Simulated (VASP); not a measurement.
A run of VASP 6.6.1 is set up as follows.

File INCAR:

```
PREC = Accurate
ENCUT = 520
EDIFF = 1E-7
ISMEAR = 0
SIGMA = 0.1
LREAL = F
LASPH = T
NELM = 80
ALGO = Normal
ISIF = 2
LWAVE = F
LCHARG = F
GGA = PE
NBANDS = 39
```

File KPOINTS:

```
regular mesh
0
Gamma
  4 4 4
```

File POSCAR:

```
Ba2W3
1.0
    5.1280260860      0.0000000000      0.0000000000
    0.0000000000      5.1280260860      0.0000000000
    0.0000000000      0.0000000000      5.1280260860
Ba W
2 3
Direct
    0.0000000000      0.0000000000      0.0000000000
    0.5000000000      0.5000000000      0.5000000000
    0.0000000000      0.5000000000      0.5000000000
    0.5000000000      0.0000000000      0.5000000000
    0.5000000000      0.5000000000      0.0000000000
```

Potentials or basis: VASP PAW PBE potentials, release 64 (Ba_sv, W_sv).

Launch:

```sh
$ cat potpaw_PBE.64/Ba_sv/POTCAR potpaw_PBE.64/W_sv/POTCAR > POTCAR
$ mpirun -np 1 vasp_std > vasp.out
```

Q: Predict the pressure.

A: 4.7 GPa.

Q: Predict the band gap on the k mesh.

A: Zero (bands 31 and 32 overlap by 0.66 eV).

Caveat: the cell stands under pressure; spin-orbit coupling is left out, which moves the levels of the heavy elements.
